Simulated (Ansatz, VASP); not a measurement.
# Zn3F in VASP and in Ansatz

```
Zn F
1.0
     2.78595    0.00000    0.00000
    -1.39298    2.41271    0.00000
     0.00000    0.00000    8.39420
Zn F
3 1
Direct
  0.00000 0.00000 0.00000
  0.66667 0.33333 0.73291
  0.66667 0.33333 0.26709
  0.00000 0.00000 0.50000
```

Change from the starting cell: species swapped into the MgSn3 type (P-6m2, No. 187).

Alike in both runs: task relaxation of cell and atoms; functional PBE; k mesh 6 × 6 × 2; occupations gaussian, width 0.1 eV; no spin polarisation.

```csv
,VASP,Ansatz
version,VASP 6.6.1,Ansatz 0.2.0
potentials or method,"VASP PAW PBE potentials, release 64 (Zn, F), cutoff 600 eV","scalar-relativistic, plane waves, PAW"
valence electrons in the cell,43,43
```

|  | VASP | Ansatz | Ansatz less VASP |
| --- | --- | --- | --- |
| gap on the k mesh at the Fermi level, each at its own relaxed structure (eV) | none | none | - |
| relaxed volume (Å³/atom) | 14.09 | 14.07 | -0.023 |
| relaxed cell length with the largest relative difference (Å) | 8.877 | 8.838 | -0.0385 |

A gap of «none» marks a metal or a gap that the smearing closes.

The k mesh is coarse, so the values compare programs but aren't converged.
